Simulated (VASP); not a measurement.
# Nb2Te6Mo (P-3m1) in VASP: a series of runs

Nb2Te6Mo is run at these levels: PBE; tasks: single point.

Program: VASP 6.6.1. These are calculated values, not measurements. Logs are shortened: lines on timing, memory, paths and dates and some standing lists are left out, and cuts for length are marked.

## (1) The cell of the first run

The structure is trigonal, space group P-3m1 (No. 164). Conventional cell: a = 3.631 Å, b = 3.631 Å, c = 22.706 Å, α = 90.00°, β = 90.00°, γ = 120.00°. Nb (site symmetry 3m) has 6 Te at 2.80 to 2.81 Å and 6 Nb at 3.63 Å within 3.7 Å. Within 3.7 Å of Te (site symmetry 3m) lie 3 Nb at 2.80 Å and 6 Te at 3.63 Å. Te (site symmetry 3m) has 3 Mo at 2.76 Å within 3.6 Å. Te (site symmetry 3m) has 3 Nb at 2.81 Å and 6 Te at 3.63 Å within 3.7 Å. Within 3.6 Å of Mo (site symmetry -3m) lie 6 Te at 2.76 Å.

## (2) Single point, PBE

INCAR reads:

```
PREC = Accurate ; ENCUT = 520
EDIFF = 1E-6 ; ISMEAR = 0
SIGMA = 0.1 ; LREAL = False
LASPH = True ; NELM = 100
ALGO = Normal ; ISIF = 2
LWAVE = False ; LCHARG = True
GGA = PE ; LELF = True
LVHAR = True ; NBANDS = 48
```

KPOINTS reads:

```
Automatic mesh
0
Gamma
  6 6 1
```

POSCAR reads:

```
Nb2Te6Mo
1.0
    3.6310235000      0.0000000000      0.0000000000
   -1.8155117000      3.1445586000      0.0000000000
    0.0000000000      0.0000000000     22.7056200000
Nb Te Mo
2 6 1
Direct
    0.0000000000      0.0000000000      0.8370380000
    0.0000000000      0.0000000000      0.1629620000
    0.6666667000      0.3333333000      0.0810110000
    0.6666667000      0.3333333000      0.4206710000
    0.6666667000      0.3333333000      0.7545640000
    0.3333333000      0.6666667000      0.9189890000
    0.3333333000      0.6666667000      0.2454360000
    0.3333333000      0.6666667000      0.5793290000
    0.0000000000      0.0000000000      0.5000000000
```

Potentials or basis: VASP PAW PBE potentials, release 64 (Nb_sv, Te, Mo_sv).

Started as:

```console
> cat potpaw_PBE.64/Nb_sv/POTCAR potpaw_PBE.64/Te/POTCAR potpaw_PBE.64/Mo_sv/POTCAR > POTCAR
> mpirun -np 1 vasp_std > vasp.out
```

OUTCAR:

```text
PREC = Accurate
   ENCUT = 520
   EDIFF = 1E-6
   ISMEAR = 0
   LREAL = False
   LASPH = True
   NELM = 100
   ISIF = 2
   GGA = PE

 ion  position               nearest neighbor table
   1  0.000  0.000  0.837-   6 2.80   6 2.80   6 2.80   5 2.81   5 2.81   5 2.81
   2  0.000  0.000  0.163-   3 2.80   3 2.80   3 2.80   7 2.81   7 2.81   7 2.81
   3  0.667  0.333  0.081-   2 2.80   2 2.80   2 2.80
   4  0.667  0.333  0.421-   9 2.76   9 2.76   9 2.76
   5  0.667  0.333  0.755-   1 2.81   1 2.81   1 2.81
   6  0.333  0.667  0.919-   1 2.80   1 2.80   1 2.80
   7  0.333  0.667  0.245-   2 2.81   2 2.81   2 2.81
   8  0.333  0.667  0.579-   9 2.76   9 2.76   9 2.76
   9  0.000  0.000  0.500-   4 2.76   8 2.76   8 2.76   4 2.76   4 2.76   8 2.76

  LATTYP: Found a hexagonal cell.
 ALAT       =     3.6310235000
 C/A-ratio  =     6.2532286007

  Lattice vectors:

 A1 = (   3.6310235000,   0.0000000000,   0.0000000000)
 A2 = (  -1.8155117000,   3.1445586000,   0.0000000000)
 A3 = (   0.0000000000,   0.0000000000,  22.7056200000)

Analysis of symmetry for initial positions (statically):
=====================================================================
 Subroutine PRICEL returns:
 Original cell was already a primitive cell.

 Routine SETGRP: Setting up the symmetry group for a
 hexagonal supercell.

 Subroutine GETGRP returns: Found 12 space group operations
 (whereof 12 operations were pure point group operations)
 out of a pool of 24 trial point group operations.

The static configuration has the point symmetry D_3d.

Analysis of symmetry for dynamics (positions and initial velocities):
=====================================================================
 Subroutine PRICEL returns:
 Original cell was already a primitive cell.

 Routine SETGRP: Setting up the symmetry group for a
 hexagonal supercell.

 Subroutine GETGRP returns: Found 12 space group operations
 (whereof 12 operations were pure point group operations)
 out of a pool of 24 trial point group operations.

The dynamic configuration has the point symmetry D_3d.

 Subroutine INISYM returns: Found 12 space group operations
 (whereof 12 operations are pure point group operations),
 and found     1 'primitive' translations

----------------------------------------------------------------------------------------

                                     Primitive cell

  volume of cell :     259.2520

  direct lattice vectors                    reciprocal lattice vectors
     3.631023500  0.000000000  0.000000000     0.275404442  0.159004824  0.000000000
    -1.815511700  3.144558600  0.000000000     0.000000000  0.318009656  0.000000000
     0.000000000  0.000000000 22.705620000     0.000000000  0.000000000  0.044041960

  length of vectors
     3.631023500  3.631023481 22.705620000     0.318009655  0.318009656  0.044041960

  position of ions in fractional coordinates (direct lattice)
     0.000000000  0.000000000  0.837038000
     0.000000000  0.000000000  0.162962000
     0.666666700  0.333333300  0.081011000
     0.666666700  0.333333300  0.420671000
     0.666666700  0.333333300  0.754564000
     0.333333300  0.666666700  0.918989000
     0.333333300  0.666666700  0.245436000
     0.333333300  0.666666700  0.579329000
     0.000000000  0.000000000  0.500000000

  ion indices of the primitive-cell ions
   primitive index   ion index
                 1           1
                 2           2
                 3           3
                 4           4
                 5           5
                 6           6
                 7           7
                 8           8
                 9           9

----------------------------------------------------------------------------------------

 KPOINTS: Automatic mesh

Automatic generation of k-mesh.
 Grid dimensions read from file:
 generate k-points for:    6    6    1

 Generating k-lattice:

  Cartesian coordinates                     Fractional coordinates (reciprocal lattice)
     0.045900740  0.026500804  0.000000000     0.166666667 -0.000000000  0.000000000
     0.000000000  0.053001609  0.000000000     0.000000000  0.166666667  0.000000000
     0.000000000  0.000000000  0.044041960     0.000000000  0.000000000  1.000000000

  Length of vectors
     0.053001609  0.053001609  0.044041960

  Shift w.r.t. Gamma in fractional coordinates (k-lattice)
     0.000000000  0.000000000  0.000000000

 Subroutine IBZKPT returns following result:
 ===========================================

 Found      7 irreducible k-points:

 Following reciprocal coordinates:
            Coordinates               Weight
  0.000000  0.000000  0.000000      1.000000
  0.166667  0.000000  0.000000      6.000000
  0.333333  0.000000  0.000000      6.000000
  0.500000 -0.000000  0.000000      3.000000
  0.166667  0.166667  0.000000      6.000000
  0.333333  0.166667  0.000000     12.000000
  0.333333  0.333333  0.000000      2.000000
   k-points           NKPTS =      7   k-points in BZ     NKDIM =      7   number of bands    NBANDS=     48
   number of dos      NEDOS =    301   number of ions     NIONS =      9
   total plane-waves  NPLWV = 141120
   dimension x,y,z NGX =    28 NGY =   28 NGZ =  180
   dimension x,y,z NGXF=    56 NGYF=   56 NGZF=  360
   ions per type =               2   6   1
   NGX,Y,Z   is equivalent  to a cutoff of  12.82, 12.82, 13.18 a.u.
   NGXF,Y,Z  is equivalent  to a cutoff of  25.64, 25.64, 26.36 a.u.
 SYSTEM =  unknown system
   PREC   = accura    normal or accurate (medium, high low for compatibility)
   ISTART =      0    job   : 0-new  1-cont  2-samecut
   ICHARG =      2    charge: 1-file 2-atom 10-const
   ISPIN  =      1    spin polarized calculation?
   LNONCOLLINEAR =      F non collinear calculations
   LSORBIT =      F    spin-orbit coupling
   LASPH  =      T    aspherical Exc in radial PAW
   ENCUT  =  520.0 eV  38.22 Ry    6.18 a.u.   6.75  6.75 42.22*2*pi/ulx,y,z
   NELM   =    100;   NELMIN=  2; NELMDL= -5     # of ELM steps
   EDIFF  = 0.1E-05   stopping-criterion for ELM
   LREAL  =      F    real-space projection
   EDIFFG = 0.1E-04   stopping-criterion for IOM
   NSW    =      0    number of steps for IOM
   IBRION =     -1    ionic relax: 0-MD 1-quasi-New 2-CG
   NFREE  =      0    steps in history (QN), initial steepest desc. (CG)
   ISIF   =      2    stress and relaxation
   ISYM   =      2    0-nonsym 1-usesym 2-fastsym
   POTIM  = 0.5000    time-step for ionic-motion
   TEBEG  =    0.0;   TEEND  =   0.0 temperature during run
   PSTRESS=    0.0 pullay stress
   NELECT =      76.0000    total number of electrons
   NUPDOWN=      -1.0000    fix difference up-down
   EMIN   =  10.00;   EMAX   =-10.00  energy-range for DOS
   EFERMI =   0.00;   METHOD = LEGACY
   ISMEAR =     0;   SIGMA  =   0.10  broadening in eV -4-tet -1-fermi 0-gaus
   EFERMI_NEDOS =   21; number of points for ismear=-14 and -15
   IALGO  =     38    algorithm
   IMIX   =      4    mixing-type and parameters
     AMIX     =   0.40;   BMIX     =  1.00
     AMIX_MAG =   1.60;   BMIX_MAG =  1.00
  volume/ion in A,a.u.               =      28.81       194.39
  Fermi-wavevector in a.u.,A,eV,Ry     =   1.087524  2.055121 16.091711  1.182707
  Thomas-Fermi vector in A             =   2.223685
   LORBIT       =      0    0 simple, 1 ext, 2 COOP (PROOUT), +10 PAW based schemes
   GGA     = PE    functional components
   LHFCALC =     F    Hartree Fock is set to
   AEXX    =    0.0000 exact exchange contribution
   IVDW    =     0    specifies the selected vdW correction
   LEPSILON=     F    determine dielectric tensor
   LRPA    =     F    only Hartree local field effects (RPA)
 non-spin polarized calculation
 Gauss-broadening in eV      SIGMA  =   0.10
  energy-cutoff  :      520.00
  volume of cell :      259.25
 maximum number of plane-waves:      7010
 NGX is ok and might be reduce to    28
   NGX = 13   NGY = 13   NGZ = 85

 number of electron      76.0000005 magnetization

 Free energy of the ion-electron system (eV)
  ---------------------------------------------------
  ext. energy  EPLUGINS =         0.00000000
  ---------------------------------------------------
  free energy    TOTEN  =       -53.03758421 eV

  energy without entropy =      -52.99733308  energy(sigma->0) =      -53.01745865

 E-fermi :   7.0322     XC(G=0):  -9.6597

 val. band max:        6.9734806153   @ k =   0.1667   0.1667   0.0000
 cond. band min:       7.0520894781   @ k =   0.0000   0.0000   0.0000
 fundamental gap:      0.0786088628
 Fermi energy:         7.0321626518

 k-point     1 :       0.0000    0.0000    0.0000
  band No.  band energies     occupation
      1     -54.5265      2.00000
      2     -48.3576      2.00000
      3     -48.3576      2.00000
      4     -28.6121      2.00000
      5     -28.6121      2.00000
      6     -28.5659      2.00000
[... 40 lines left out ...]
     47      10.2000      0.00000
     48      10.6935      0.00000

 k-point     2 :       0.1667    0.0000    0.0000
  band No.  band energies     occupation
      1     -54.5250      2.00000
      2     -48.3548      2.00000
      3     -48.3548      2.00000
      4     -28.6346      2.00000
      5     -28.6174      2.00000
      6     -28.5610      2.00000
[... 40 lines left out ...]
     47       9.5196      0.00000
     48       9.7132      0.00000

 k-point     3 :       0.3333    0.0000    0.0000
  band No.  band energies     occupation
      1     -54.5220      2.00000
      2     -48.3492      2.00000
      3     -48.3492      2.00000
      4     -28.6794      2.00000
      5     -28.6280      2.00000
      6     -28.5511      2.00000
[... 193 lines left out ...]
     47       9.2969      0.00000
     48       9.3758      0.00000

 k-point     7 :       0.3333    0.3333    0.0000
  band No.  band energies     occupation
      1     -54.5197      2.00000
      2     -48.3450      2.00000
      3     -48.3450      2.00000
      4     -28.6744      2.00000
      5     -28.6744      2.00000
      6     -28.5438      2.00000
[... 40 lines left out ...]
     47       9.0779      0.00000
     48       9.9328      0.00000

------------------------ aborting loop because EDIFF is reached ----------------------------------------

  FORCE on cell =-STRESS in cart. coord.  units (eV):
  Direction    XX          YY          ZZ          XY          YZ          ZX
  --------------------------------------------------------------------------------------
  -------------------------------------------------------------------------------------
  Total       -0.4025606     -0.4025606      0.3940303     -0.0000000      0.0000000      0.0000000
  in kB       -2.4878243     -2.4878243      2.4351072     -0.0000000      0.0000000      0.0000000
  external PRESSURE =      -0.8468471 kB  Pullay stress =       0.0000000 kB

 VOLUME and BASIS-vectors are now :
 -----------------------------------------------------------------------------
  energy-cutoff  :      520.00
  volume of cell :      259.25
      direct lattice vectors                 reciprocal lattice vectors
     3.631023500  0.000000000  0.000000000     0.275404442  0.159004824  0.000000000
    -1.815511700  3.144558600  0.000000000     0.000000000  0.318009656  0.000000000
     0.000000000  0.000000000 22.705620000     0.000000000  0.000000000  0.044041960

 POSITION                                       TOTAL-FORCE (eV/Angst)
 -----------------------------------------------------------------------------------
      0.00000      0.00000     19.00547         0.000000      0.000000     -0.113849
      0.00000      0.00000      3.70015         0.000000     -0.000000      0.113849
      1.81551      1.04819      1.83940         0.000000     -0.000000     -0.073683
      1.81551      1.04819      9.55160         0.000000     -0.000000     -0.070228
      1.81551      1.04819     17.13284        -0.000000     -0.000000      0.025949
     -0.00000      2.09637     20.86622        -0.000000      0.000000      0.073683
     -0.00000      2.09637      5.57278         0.000000      0.000000     -0.025949
     -0.00000      2.09637     13.15402         0.000000      0.000000      0.070228
      0.00000      0.00000     11.35281         0.000000      0.000000      0.000000
 -----------------------------------------------------------------------------------
    total drift:                               -0.000000      0.000000      0.000000

  FREE ENERGIE OF THE ION-ELECTRON SYSTEM (eV)
  ---------------------------------------------------
  free  energy   TOTEN  =       -53.0375842128 eV

  energy  without entropy=      -52.9973330817  energy(sigma->0) =      -53.01745865
```

It took 2 min on 1 thread of AMD EPYC 9R45 (Zen 5), shared host; peak memory 0.37 GiB.

What came out:

* Free energy: -53.0376 eV
* Pressure: -0.1 GPa
* Largest force: 0.114 eV/Å
* Band gap on the k mesh: zero (band 38 reaches 7.15 eV, above the bottom of band 39 at 6.38 eV)

Forces on the atoms (eV/Å):
```
Nb   0.000  0.000 -0.114
Nb   0.000  0.000  0.114
Te   0.000  0.000 -0.074
Te   0.000  0.000 -0.070
Te   0.000  0.000  0.026
Te   0.000  0.000  0.074
Te   0.000  0.000 -0.026
Te   0.000  0.000  0.070
Mo   0.000  0.000  0.000
```

Caveat: spin-orbit coupling is left out, which moves the levels of the heavy elements; this functional lacks dispersion, which binds the layers, so the pressure and a relaxed spacing across them are unreliable.

## (3) Single point, PBE

INCAR reads:

```
ALGO = Normal
EDIFF = 1E-7
ENCUT = 520
GGA = PE
ISIF = 2
ISMEAR = 0
LASPH = T
LCHARG = F
LREAL = F
LWAVE = F
NBANDS = 48
NELM = 60
PREC = Accurate
SIGMA = 0.2
```

KPOINTS reads:

```
k-points
0
Gamma
  6 6 1
```

POSCAR reads:

```
Nb2Te6Mo
1.0
    3.6310235042     -0.0000000289      0.0000000000
   -1.8155117271      3.1445586108      0.0000000000
    0.0000000000      0.0000000000     22.7056200000
Nb Te Mo
2 6 1
Direct
    0.0000000000      0.0000000000      0.8370380000
    0.0000000000      0.0000000000      0.1629620000
    0.6666666667      0.3333333333      0.0810110000
    0.6666666667      0.3333333333      0.4206710000
    0.6666666667      0.3333333333      0.7545640000
    0.3333333333      0.6666666667      0.9189890000
    0.3333333333      0.6666666667      0.2454360000
    0.3333333333      0.6666666667      0.5793290000
    0.0000000000      0.0000000000      0.5000000000
```

Potentials or basis: VASP PAW PBE potentials, release 64 (Nb_sv, Te, Mo_sv).

Started as:

```console
> cat potpaw_PBE.64/Nb_sv/POTCAR potpaw_PBE.64/Te/POTCAR potpaw_PBE.64/Mo_sv/POTCAR > POTCAR
> mpirun -np 1 vasp_std > vasp.out
```

Wall time 2.1 min (1 thread of AMD EPYC 9R45 (Zen 5), shared host); peak memory 0.37 GiB.

It converged, with:

```
Free energy            : -53.0884 eV
Pressure               : -0.1 GPa
Largest force          : 0.082 eV/Å
Band gap on the k mesh : zero (band 38 reaches 7.19 eV, above the bottom of band 39 at 6.36 eV)
```

Forces in eV/Å, atoms in the order of the input:
```
Nb   0.000  0.000 -0.082
Nb   0.000  0.000  0.082
Te   0.000  0.000 -0.061
Te   0.000  0.000 -0.059
Te   0.000  0.000  0.014
Te   0.000  0.000  0.061
Te   0.000  0.000 -0.014
Te   0.000  0.000  0.059
Mo   0.000  0.000  0.000
```

Stress tensor (GPa, compression positive):
```
-0.19  0.00  0.00
 0.00 -0.19  0.00
 0.00  0.00  0.18
```

Levels at points of the mesh, in eV from the Fermi level:
```
           k point  band 35  band 36  band 37  band 38  band 39  band 40  band 41  band 42
(0.00, 0.00, 0.00)     0.04     0.08     0.08     0.09     0.09     0.89     0.89     1.14
(0.50, 0.00, 0.00)    -1.16    -1.00    -0.95    -0.63    -0.54     0.31     0.85     1.59
```

Caveat: spin-orbit coupling is left out, which moves the levels of the heavy elements; this functional lacks dispersion, which binds the layers, so the pressure and a relaxed spacing across them are unreliable.
